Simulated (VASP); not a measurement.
# KTaO3 (Pm-3m) in VASP: a series of runs

KTaO3 is run at these levels: PBE; tasks: single point.

Everything below comes from runs of VASP 6.6.1. Logs are shortened: lines on timing, memory, paths and dates and some standing lists are left out, and cuts for length are marked.

### 1 The cell of the first run

The structure is cubic, space group Pm-3m (No. 221). The conventional cell has a = 3.857 Å, b = 3.857 Å, c = 3.857 Å, α = 90.00°, β = 90.00°, γ = 90.00°. Within 3.6 Å of K (site symmetry m-3m) lie 12 O at 2.73 Å and 8 Ta at 3.34 Å. Within 2.6 Å of Ta (site symmetry m-3m) lie 6 O at 1.93 Å. O (site symmetry 4/mmm) has 2 Ta at 1.93 Å within 2.6 Å.

### 2 Single point, PBE (11.47 Å³/atom)

Input file INCAR:

```
SYSTEM = KTaO3
ALGO = Normal
EDIFF = 1E-6
ENCUT = 520
GGA = PE
ISIF = 2
ISMEAR = 0
LASPH = .TRUE.
LCHARG = .FALSE.
LREAL = .FALSE.
LWAVE = .FALSE.
NBANDS = 27
NELM = 80
PREC = Accurate
SIGMA = 0.02
```

Input file KPOINTS:

```
k-points
0
G
  8 8 8
  0 0 0
```

Input file POSCAR:

```
KTaO3
1.0
    3.8565365552      0.0000000000      0.0000000000
    0.0000000000      3.8565365552      0.0000000000
    0.0000000000      0.0000000000      3.8565365552
K Ta O
1 1 3
Direct
    0.0000000000      0.0000000000      0.0000000000
    0.5000000000      0.5000000000      0.5000000000
    0.5000000000      0.0000000000      0.5000000000
    0.5000000000      0.5000000000      0.0000000000
    0.0000000000      0.5000000000      0.5000000000
```

Potentials or basis: VASP PAW PBE potentials, release 64 (K_sv, Ta_pv, O).

Launch:

```sh
> cat potpaw_PBE.64/K_sv/POTCAR potpaw_PBE.64/Ta_pv/POTCAR potpaw_PBE.64/O/POTCAR > POTCAR
> mpirun -np 1 vasp_std > vasp.out
```

OUTCAR:

```text
SYSTEM = KTaO3
   EDIFF = 1E-6
   ENCUT = 520
   GGA = PE
   ISIF = 2
   ISMEAR = 0
   LASPH = .TRUE.
   LREAL = .FALSE.
   NELM = 80
   PREC = Accurate

 ion  position               nearest neighbor table
   1  0.000  0.000  0.000-   3 2.73   4 2.73   5 2.73   3 2.73   5 2.73   4 2.73   5 2.73   5 2.73
                             3 2.73   4 2.73   3 2.73   4 2.73   2 3.34   2 3.34   2 3.34   2 3.34
   2  0.500  0.500  0.500-   3 1.93   4 1.93   5 1.93   4 1.93   3 1.93   5 1.93   1 3.34   1 3.34
                             1 3.34   1 3.34   1 3.34   1 3.34   1 3.34   1 3.34
   3  0.500  0.000  0.500-   2 1.93   2 1.93   1 2.73   1 2.73   1 2.73   1 2.73
   4  0.500  0.500  0.000-   2 1.93   2 1.93   1 2.73   1 2.73   1 2.73   1 2.73
   5  0.000  0.500  0.500-   2 1.93   2 1.93   1 2.73   1 2.73   1 2.73   1 2.73

  LATTYP: Found a simple cubic cell.
 ALAT       =     3.8565365552

  Lattice vectors:

 A1 = (   3.8565365552,   0.0000000000,   0.0000000000)
 A2 = (   0.0000000000,   3.8565365552,   0.0000000000)
 A3 = (   0.0000000000,   0.0000000000,   3.8565365552)

Analysis of symmetry for initial positions (statically):
=====================================================================
 Subroutine PRICEL returns:
 Original cell was already a primitive cell.

 Routine SETGRP: Setting up the symmetry group for a
 simple cubic supercell.

 Subroutine GETGRP returns: Found 48 space group operations
 (whereof 48 operations were pure point group operations)
 out of a pool of 48 trial point group operations.

The static configuration has the point symmetry O_h .

Analysis of symmetry for dynamics (positions and initial velocities):
=====================================================================
 Subroutine PRICEL returns:
 Original cell was already a primitive cell.

 Routine SETGRP: Setting up the symmetry group for a
 simple cubic supercell.

 Subroutine GETGRP returns: Found 48 space group operations
 (whereof 48 operations were pure point group operations)
 out of a pool of 48 trial point group operations.

The dynamic configuration has the point symmetry O_h .

 Subroutine INISYM returns: Found 48 space group operations
 (whereof 48 operations are pure point group operations),
 and found     1 'primitive' translations

----------------------------------------------------------------------------------------

                                     Primitive cell

  volume of cell :      57.3578

  direct lattice vectors                    reciprocal lattice vectors
     3.856536555  0.000000000  0.000000000     0.259300018  0.000000000  0.000000000
     0.000000000  3.856536555  0.000000000     0.000000000  0.259300018  0.000000000
     0.000000000  0.000000000  3.856536555     0.000000000  0.000000000  0.259300018

  length of vectors
     3.856536555  3.856536555  3.856536555     0.259300018  0.259300018  0.259300018

  position of ions in fractional coordinates (direct lattice)
     0.000000000  0.000000000  0.000000000
     0.500000000  0.500000000  0.500000000
     0.500000000  0.000000000  0.500000000
     0.500000000  0.500000000  0.000000000
     0.000000000  0.500000000  0.500000000

  ion indices of the primitive-cell ions
   primitive index   ion index
                 1           1
                 2           2
                 3           3
                 4           4
                 5           5

----------------------------------------------------------------------------------------

 KPOINTS: k-points

Automatic generation of k-mesh.
 Grid dimensions read from file:
 generate k-points for:    8    8    8

 Generating k-lattice:

  Cartesian coordinates                     Fractional coordinates (reciprocal lattice)
     0.032412502  0.000000000  0.000000000     0.125000000  0.000000000  0.000000000
     0.000000000  0.032412502  0.000000000     0.000000000  0.125000000  0.000000000
     0.000000000  0.000000000  0.032412502     0.000000000  0.000000000  0.125000000

  Length of vectors
     0.032412502  0.032412502  0.032412502

  Shift w.r.t. Gamma in fractional coordinates (k-lattice)
     0.000000000  0.000000000  0.000000000

 Subroutine IBZKPT returns following result:
 ===========================================

 Found     35 irreducible k-points:

 Following reciprocal coordinates:
            Coordinates               Weight
  0.000000  0.000000  0.000000      1.000000
  0.125000  0.000000  0.000000      6.000000
  0.250000  0.000000  0.000000      6.000000
  0.375000  0.000000  0.000000      6.000000
  0.500000  0.000000  0.000000      3.000000
  0.125000  0.125000  0.000000     12.000000
[... 16 lines left out ...]
  0.375000  0.375000  0.125000     24.000000
  0.500000  0.375000  0.125000     24.000000
 [... further k-points ...]
   k-points           NKPTS =     35   k-points in BZ     NKDIM =     35   number of bands    NBANDS=     27
   number of dos      NEDOS =    301   number of ions     NIONS =      5
   total plane-waves  NPLWV =  27000
   dimension x,y,z NGX =    30 NGY =   30 NGZ =   30
   dimension x,y,z NGXF=    60 NGYF=   60 NGZF=   60
   ions per type =               1   1   3
   NGX,Y,Z   is equivalent  to a cutoff of  12.93, 12.93, 12.93 a.u.
   NGXF,Y,Z  is equivalent  to a cutoff of  25.86, 25.86, 25.86 a.u.
 SYSTEM =  KTaO3
   PREC   = accura    normal or accurate (medium, high low for compatibility)
   ISTART =      0    job   : 0-new  1-cont  2-samecut
   ICHARG =      2    charge: 1-file 2-atom 10-const
   ISPIN  =      1    spin polarized calculation?
   LNONCOLLINEAR =      F non collinear calculations
   LSORBIT =      F    spin-orbit coupling
   LASPH  =      T    aspherical Exc in radial PAW
   ENCUT  =  520.0 eV  38.22 Ry    6.18 a.u.   7.17  7.17  7.17*2*pi/ulx,y,z
   NELM   =     80;   NELMIN=  2; NELMDL= -5     # of ELM steps
   EDIFF  = 0.1E-05   stopping-criterion for ELM
   LREAL  =      F    real-space projection
   EDIFFG = 0.1E-04   stopping-criterion for IOM
   NSW    =      0    number of steps for IOM
   IBRION =     -1    ionic relax: 0-MD 1-quasi-New 2-CG
   NFREE  =      0    steps in history (QN), initial steepest desc. (CG)
   ISIF   =      2    stress and relaxation
   ISYM   =      2    0-nonsym 1-usesym 2-fastsym
   POTIM  = 0.5000    time-step for ionic-motion
   TEBEG  =    0.0;   TEEND  =   0.0 temperature during run
   PSTRESS=    0.0 pullay stress
   NELECT =      38.0000    total number of electrons
   NUPDOWN=      -1.0000    fix difference up-down
   EMIN   =  10.00;   EMAX   =-10.00  energy-range for DOS
   EFERMI =   0.00;   METHOD = LEGACY
   ISMEAR =     0;   SIGMA  =   0.02  broadening in eV -4-tet -1-fermi 0-gaus
   EFERMI_NEDOS =   21; number of points for ismear=-14 and -15
   IALGO  =     38    algorithm
   IMIX   =      4    mixing-type and parameters
     AMIX     =   0.40;   BMIX     =  1.00
     AMIX_MAG =   1.60;   BMIX_MAG =  1.00
  volume/ion in A,a.u.               =      11.47        77.41
  Fermi-wavevector in a.u.,A,eV,Ry     =   1.427158  2.696937 27.712055  2.036779
  Thomas-Fermi vector in A             =   2.547357
   LORBIT       =      0    0 simple, 1 ext, 2 COOP (PROOUT), +10 PAW based schemes
   GGA     = PE    functional components
   LHFCALC =     F    Hartree Fock is set to
   AEXX    =    0.0000 exact exchange contribution
   IVDW    =     0    specifies the selected vdW correction
   LEPSILON=     F    determine dielectric tensor
   LRPA    =     F    only Hartree local field effects (RPA)
 non-spin polarized calculation
 Gauss-broadening in eV      SIGMA  =   0.02
  energy-cutoff  :      520.00
  volume of cell :       57.36
 maximum number of plane-waves:      1568
 NGX is ok and might be reduce to    30
   NGX = 15   NGY = 15   NGZ = 15

 number of electron      38.0000027 magnetization

 Free energy of the ion-electron system (eV)
  ---------------------------------------------------
  ext. energy  EPLUGINS =         0.00000000
  ---------------------------------------------------
  free energy    TOTEN  =       -40.32174929 eV

  energy without entropy =      -40.32174929  energy(sigma->0) =      -40.32174929

 E-fermi :   2.7510     XC(G=0): -11.4084

 val. band max:        2.5258277922   @ k =   0.5000   0.5000   0.5000
 cond. band min:       4.9096584592   @ k =   0.0000   0.0000   0.0000
 fundamental gap:      2.3838306670
 Fermi energy:         2.7510146814

 k-point     1 :       0.0000    0.0000    0.0000
  band No.  band energies     occupation
      1     -31.1530      2.00000
      2     -31.1530      2.00000
      3     -31.1530      2.00000
      4     -24.7345      2.00000
      5     -15.3946      2.00000
      6     -14.6783      2.00000
[... 19 lines left out ...]
     26      10.6238      0.00000
     27      10.6238      0.00000

 k-point     2 :       0.1250    0.0000    0.0000
  band No.  band energies     occupation
      1     -31.1753      2.00000
      2     -31.1521      2.00000
      3     -31.1521      2.00000
      4     -24.7270      2.00000
      5     -15.3473      2.00000
      6     -14.6736      2.00000
[... 19 lines left out ...]
     26      10.7994      0.00000
     27      11.3073      0.00000

 k-point     3 :       0.2500    0.0000    0.0000
  band No.  band energies     occupation
      1     -31.2285      2.00000
      2     -31.1499      2.00000
      3     -31.1499      2.00000
      4     -24.7092      2.00000
      5     -15.3144      2.00000
      6     -14.6625      2.00000
[... 19 lines left out ...]
     26      11.4156      0.00000
     27      12.7493      0.00000

 k-point     4 :       0.3750    0.0000    0.0000
  band No.  band energies     occupation
      1     -31.2808      2.00000
      2     -31.1478      2.00000
      3     -31.1478      2.00000
      4     -24.6914      2.00000
      5     -15.3365      2.00000
      6     -14.6515      2.00000
[... 19 lines left out ...]
     26      12.1789      0.00000
     27      13.2526      0.00000
[... 516 lines left out ...]
      4     -24.6708      2.00000
      5     -14.8750      2.00000
      6     -14.1870      2.00000
[... 19 lines left out ...]
     26      13.2139      0.00000
     27      13.6998      0.00000

 k-point    23 :       0.3750    0.3750    0.1250
  band No.  band energies     occupation
      1     -31.2730      2.00000
      2     -31.2722      2.00000
      3     -31.1646      2.00000
      4     -24.6670      2.00000
      5     -14.7823      2.00000
      6     -13.7287      2.00000
[... 19 lines left out ...]
     26      13.6515      0.00000
     27      13.6725      0.00000

 k-point    24 :       0.5000    0.3750    0.1250
  band No.  band energies     occupation
      1     -31.2936      2.00000
      2     -31.2714      2.00000
      3     -31.1637      2.00000
      4     -24.6634      2.00000
      5     -14.7571      2.00000
      6     -13.7073      2.00000
[... 19 lines left out ...]
     26      13.6982      0.00000
     27      13.8973      0.00000

 [... further k-points ...]
[... 5 lines left out ...]
  --------------------------------------------------------------------------------------
  -------------------------------------------------------------------------------------
  Total       11.8643384     11.8643384     11.8643384      0.0000000      0.0000000     -0.0000000
  in kB      331.4070552    331.4070552    331.4070552      0.0000000      0.0000000     -0.0000000
  external PRESSURE =     331.4070552 kB  Pullay stress =       0.0000000 kB

 VOLUME and BASIS-vectors are now :
 -----------------------------------------------------------------------------
  energy-cutoff  :      520.00
  volume of cell :       57.36
      direct lattice vectors                 reciprocal lattice vectors
     3.856536555  0.000000000  0.000000000     0.259300018  0.000000000  0.000000000
     0.000000000  3.856536555  0.000000000     0.000000000  0.259300018  0.000000000
     0.000000000  0.000000000  3.856536555     0.000000000  0.000000000  0.259300018

 POSITION                                       TOTAL-FORCE (eV/Angst)
 -----------------------------------------------------------------------------------
      0.00000      0.00000      0.00000         0.000000      0.000000      0.000000
      1.92827      1.92827      1.92827         0.000000      0.000000      0.000000
      1.92827      0.00000      1.92827         0.000000      0.000000      0.000000
      1.92827      1.92827      0.00000         0.000000      0.000000      0.000000
      0.00000      1.92827      1.92827         0.000000      0.000000      0.000000
 -----------------------------------------------------------------------------------
    total drift:                                0.000000      0.000000     -0.000000

  FREE ENERGIE OF THE ION-ELECTRON SYSTEM (eV)
  ---------------------------------------------------
  free  energy   TOTEN  =       -40.3217492877 eV

  energy  without entropy=      -40.3217492877  energy(sigma->0) =      -40.32174929
```

Run time: 64 s. Hardware: 1 thread of Intel Xeon 8259CL, shared host; peak memory 0.2 GiB.

What came out:

```yaml
Free_energy: -40.3217 eV
Pressure: 33.1 GPa
Band_gap_on_the_k_mesh: 2.38 eV (least direct gap 2.93 eV)
```

Caveat: the cell stands under pressure; spin-orbit coupling is left out, which moves the levels of the heavy elements. A k mesh can miss the band edges.

### 3 Single point, PBE

This run uses another cell than the first one, of 13.04 Å³/atom.

Input file INCAR:

```
SYSTEM = KTaO3
  ALGO = Normal
  EDIFF = 1E-6
  ENCUT = 520
  GGA = PE
  ISIF = 2
  ISMEAR = 0
  LASPH = .TRUE.
  LCHARG = .FALSE.
  LREAL = .FALSE.
  LWAVE = .FALSE.
  NBANDS = 27
  NELM = 60
  PREC = Accurate
  SIGMA = 0.1
```

Input file KPOINTS:

```
k-points
0
G
  6 6 6
  0 0 0
```

Input file POSCAR:

```
KTaO3
1.0
    2.8456610893      1.6429431972      2.3235536797
   -2.8456610893      1.6429431972      2.3235536797
    0.0000000000     -3.2858863907      2.3235536823
K Ta O
1 1 3
Direct
    0.0000000000      0.0000000000      0.0000000000
    0.5000000000      0.5000000000      0.5000000000
    0.5000000000      0.5000000000      0.0000000000
    0.0000000000      0.5000000000      0.5000000000
    0.5000000000      0.0000000000      0.5000000000
```

Potentials or basis: VASP PAW PBE potentials, release 64 (K_sv, Ta_pv, O).

Launch:

```sh
> cat potpaw_PBE.64/K_sv/POTCAR potpaw_PBE.64/Ta_pv/POTCAR potpaw_PBE.64/O/POTCAR > POTCAR
> mpirun -np 1 vasp_std > vasp.out
```

OUTCAR:

```text
SYSTEM = KTaO3
   EDIFF = 1E-6
   ENCUT = 520
   GGA = PE
   ISIF = 2
   ISMEAR = 0
   LASPH = .TRUE.
   LREAL = .FALSE.
   NELM = 60
   PREC = Accurate

 ion  position               nearest neighbor table
   1  0.000  0.000  0.000-   3 2.85   3 2.85   4 2.85   4 2.85   5 2.85   5 2.85   4 2.85   4 2.85
                             5 2.85   5 2.85   3 2.85   3 2.85   2 3.49   2 3.49   2 3.49   2 3.49
   2  0.500  0.500  0.500-   4 2.01   5 2.01   5 2.01   4 2.01   3 2.01   3 2.01   1 3.49   1 3.49
[... 930 lines left out ...]
  -------------------------------------------------------------------------------------
  Total        0.2368319      0.2368319      0.2340317      0.0000000     -0.0000000      0.0000000
  in kB        5.8215836      5.8215836      5.7527500      0.0000000     -0.0000000      0.0000000
  external PRESSURE =       5.7986390 kB  Pullay stress =       0.0000000 kB

 VOLUME and BASIS-vectors are now :
 -----------------------------------------------------------------------------
  energy-cutoff  :      520.00
  volume of cell :       65.18
      direct lattice vectors                 reciprocal lattice vectors
     2.845661089  1.642943197  2.323553680     0.175706096  0.101443962  0.143458417
    -2.845661089  1.642943197  2.323553680    -0.175706096  0.101443962  0.143458417
     0.000000000 -3.285886391  2.323553682     0.000000000 -0.202887923  0.143458417

 POSITION                                       TOTAL-FORCE (eV/Angst)
 -----------------------------------------------------------------------------------
      0.00000      0.00000      0.00000        -0.000000      0.000000     -0.000000
      0.00000      0.00000      3.48533        -0.000000      0.000000      0.000000
      0.00000      1.64294      2.32355        -0.000000     -0.000000     -0.000000
     -1.42283     -0.82147      2.32355         0.000000      0.000000     -0.000000
      1.42283     -0.82147      2.32355         0.000000     -0.000000     -0.000000
 -----------------------------------------------------------------------------------
    total drift:                               -0.000000      0.000000      0.000000

  FREE ENERGIE OF THE ION-ELECTRON SYSTEM (eV)
  ---------------------------------------------------
  free  energy   TOTEN  =       -41.0664543740 eV

  energy  without entropy=      -41.0664543740  energy(sigma->0) =      -41.06645437
```

Run time: 81 s. Hardware: 1 thread of Intel Xeon 8259CL, shared host; peak memory 0.2 GiB.

What came out:

```yaml
Free_energy: -41.0665 eV
Pressure: 0.6 GPa
Band_gap_on_the_k_mesh: 2.11 eV (least direct gap 2.75 eV)
```

Caveat: spin-orbit coupling is left out, which moves the levels of the heavy elements. A k mesh can miss the band edges.
